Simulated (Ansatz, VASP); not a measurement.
# Al2O3 in VASP and in Ansatz

```xyz
10
Lattice="4.6752 0.0000 0.0000 0.0000 9.5127 0.0000 0.0000 0.0000 2.9954" Properties=species:S:1:pos:R:3 pbc="T T T"
Al    1.9400    3.1468    1.4977
Al    2.7352    6.3659    1.4977
Al    4.2777    1.6096    0.0000
Al    0.3976    7.9032    0.0000
O     3.4253    2.1175    1.4977
O     0.0000    0.0000    0.0000
O     3.5876    6.8739    0.0000
O     1.0877    2.6388    0.0000
O     1.2499    7.3952    1.4977
O     2.3376    4.7564    1.4977
```

Change from the starting cell: strain +0.0100 x Voigt [1, -1, 0, 0, 0, 0], atoms carried along.

Alike in both runs: task single point; functional r2SCAN; k mesh 6 × 4 × 8; occupations gaussian, width 0.05 eV; no spin polarisation.

```csv
,VASP,Ansatz
version,VASP 6.6.1,Ansatz 0.2.0
potentials or method,"VASP PAW PBE potentials, release 64 (Al, O), cutoff 520 eV","scalar-relativistic, plane waves, PAW"
valence electrons in the cell,48,48
```

|  | VASP | Ansatz | Ansatz less VASP |
| --- | --- | --- | --- |
| gap on the k mesh at the Fermi level (eV) | 4.22 | 4.22 | +0.006 |
| least direct gap on the mesh (eV) | 4.22 | 4.22 | +0.006 |
| pressure (GPa) | 0.7 | 0.7 | +0.03 |
| traceless stress, the component that is largest in VASP (GPa) | 3.48 | 3.11 | -0.365 |
| rms of the force components (eV/Å) | 0.211 | 0.187 | -0.0244 |

VASP's potentials were made for PBE, not for r2SCAN. Atom by atom the forces differ by 0.024 eV/Å (rms over components). With one functional, cell and mesh, what is left measures potentials, basis and numerics.
